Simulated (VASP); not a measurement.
Cd3InO: single point with PBE

Cd3InO:

```
CELL_PARAMETERS angstrom
3.18598 0.00000 0.00000
0.00000 5.86607 0.00000
0.00000 0.00000 5.99205
ATOMIC_POSITIONS crystal
Cd 0.00000 0.00000 0.26899
Cd 0.00000 0.00000 0.73101
Cd 0.00000 0.50000 0.00000
In 0.00000 0.50000 0.50000
O 0.50000 0.00000 0.00000
```

The cell was generated, and may not be a known phase.

```json
{
  "Program": "VASP 6.6.1",
  "Task": "single point",
  "Functional": "PBE",
  "Potentials or basis": "VASP PAW PBE potentials, release 64 (Cd_sv_GW, In_d, O)",
  "Cutoff": "700 eV",
  "k mesh": "6 × 4 × 4",
  "Occupations": "gaussian, width 0.1 eV",
  "Spin": "no spin polarisation",
  "Dipole correction": "no",
  "Further INCAR settings": "ALGO = Normal; EDIFF = 1e-06; NBANDS = 48"
}
```

The pressure is 0.0 GPa and the largest force is 0.018 eV/Å. The band gap on the k mesh is zero (an odd number of electrons rules out a gap without spin polarisation).

Forces in eV/Å, atoms in the order of the input:
```
Cd   0.000  0.000  0.018
Cd   0.000  0.000 -0.018
Cd   0.000  0.000  0.000
In   0.000  0.000  0.000
O    0.000  0.000  0.000
```

Stress tensor (GPa, compression positive):
```
-0.07  0.00  0.00
 0.00  0.14  0.00
 0.00  0.00 -0.02
```

Levels at points of the mesh, in eV from the Fermi level:
```csv
k point,band 38,band 39,band 40,band 41,band 42,band 43
"(0.00, 0.00, 0.00)",-2.03,-2.00,-1.22,-0.65,3.07,3.57
"(0.50, 0.00, 0.00)",-2.09,0.10,0.21,0.58,1.85,2.06
"(0.00, 0.50, 0.00)",-2.02,-2.00,-0.97,1.30,2.18,3.60
"(0.50, 0.50, 0.00)",-1.47,-1.34,0.42,0.81,1.58,2.39
"(0.00, 0.00, 0.50)",-1.90,-1.31,-1.24,0.61,2.01,3.81
"(0.50, 0.00, 0.50)",-1.01,-0.87,0.27,0.74,1.22,2.43
"(0.00, 0.50, 0.50)",-1.89,-1.77,-1.57,3.51,3.71,3.98
"(0.50, 0.50, 0.50)",-2.05,-1.74,-1.04,1.11,2.45,3.03
```

Wall time 4.3 min on 1 thread of Intel(R) Xeon(R) Platinum 8488C (Sapphire Rapids), on a shared host, peak memory 0.47 GiB.

Caveat: spin-orbit coupling is left out, which moves the levels of the heavy elements.
